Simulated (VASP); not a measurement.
# Ge: single point with PBEsol

Crystal: Ge.

```
CELL_PARAMETERS angstrom
1.48805 -2.59469 0.00000
1.48805 2.59469 0.00000
0.00000 0.00000 4.72760
ATOMIC_POSITIONS crystal
Ge 0.66655 0.33345 0.12309
Ge 0.33345 0.66655 0.75000
```

This cell differs from its parent crystal: atom 1 (Ge) moved by (+0.000, -0.600) A along y and z.

- Program: VASP 6.6.1
- Task: single point
- Functional: PBEsol
- Potentials or basis: VASP PAW PBE potentials, release 64 (Ge_d)
- Cutoff: 520 eV
- k mesh: 18 × 18 × 10
- Occupations: gaussian, width 0.15 eV
- Spin: no spin polarisation

The pressure is 14.3 GPa, the largest force is 2.774 eV/Å and the band gap on the k mesh is zero (bands 14 and 15 overlap by 8.47 eV).

Forces on the atoms (eV/Å):
```
Ge   0.000  0.025  2.774
Ge   0.000 -0.025 -2.774
```

Stress tensor (GPa, compression positive):
```
13.41  0.00  0.00
 0.00 13.48  0.22
 0.00  0.22 15.96
```

Levels at points of the mesh, in eV from the Fermi level:
| k point | band 10 | band 11 | band 12 | band 13 | band 14 | band 15 | band 16 | band 17 | band 18 | band 19 |
| --- | --- | --- | --- | --- | --- | --- | --- | --- | --- | --- |
| (0.00, 0.00, 0.00) | -24.35 | -14.33 | -7.02 | -4.60 | 5.69 | 5.81 | 8.43 | 8.56 | 10.37 | 12.31 |
| (0.50, 0.00, 0.00) | -24.34 | -9.32 | -7.82 | -2.10 | -1.31 | 0.66 | 1.51 | 2.47 | 5.75 | 7.85 |
| (0.50, 0.50, 0.00) | -24.34 | -9.40 | -7.85 | -2.15 | -1.35 | 0.61 | 1.66 | 2.45 | 5.88 | 8.00 |
| (0.00, 0.00, 0.50) | -24.35 | -13.93 | -9.57 | 0.88 | 4.47 | 6.00 | 6.11 | 8.36 | 8.48 | 10.68 |
| (0.50, 0.00, 0.50) | -24.34 | -8.94 | -7.40 | -4.50 | -3.25 | 1.93 | 5.09 | 5.29 | 6.18 | 8.44 |
| (0.50, 0.50, 0.50) | -24.34 | -9.01 | -7.43 | -4.55 | -3.29 | 2.08 | 5.08 | 5.43 | 6.33 | 8.42 |

Run time: 12 min on 1 thread of Intel Xeon 8259CL, with other jobs on the host, peak memory 0.58 GiB.

Caveat: the cell differs from its parent crystal (atom 1 (Ge) moved by (+0.000, -0.600) A along y and z); the cell stands under pressure; the PAW data sets were made with another functional, which shifts forces and pressure a little.
